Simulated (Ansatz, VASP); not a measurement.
**Two plane-wave programs on SiO2**

```
Si O
1.0
     4.87570    0.00000    0.00000
     0.00000    4.87570    0.00000
     0.00000    0.00000    6.71630
Si O
4 8
Direct
  0.31537 0.31537 0.00000
  0.18463 0.81537 0.25000
  0.68463 0.68463 0.50000
  0.81537 0.18463 0.75000
  0.23212 0.13648 0.19522
  0.36352 0.73212 0.44522
  0.76788 0.86352 0.69522
  0.63648 0.26788 0.94522
  0.73212 0.36352 0.55478
  0.86352 0.76788 0.30478
  0.26788 0.63648 0.05478
  0.13648 0.23212 0.80478
```

Alike in both runs: task electric field gradients; functional r2SCAN; k mesh 5 × 5 × 4; occupations fermi-dirac, width 0.02 eV; no spin polarisation.

|  | VASP | Ansatz |
| --- | --- | --- |
| version | VASP 6.6.1 | Ansatz 0.2.0 |
| potentials or method | VASP PAW PBE potentials, release 64 (Si, O) | plane-wave PAW, scalar-relativistic |
| plane-wave cutoff (eV) | 520 | 500 |
| valence electrons in the cell | 64 | 64 |

|  | VASP | Ansatz | Ansatz less VASP |
| --- | --- | --- | --- |
| gap on the k mesh at the Fermi level (eV) | 6.38 | 6.38 | -0.002 |
| pressure (GPa) | -2.3 | -2.8 | -0.50 |
| traceless stress, the component that is largest in VASP (GPa) | -0.48 | -0.45 | +0.030 |
| rms of the force components (eV/Å) | 0.161 | 0.170 | +0.0085 |
| size of Vzz on the site where it differs most (V/Å²) | 84.7 | 92.2 | +7.56 |

VASP's potentials were made for PBE, not for r2SCAN. Atom by atom the forces differ by 0.015 eV/Å (rms over components).
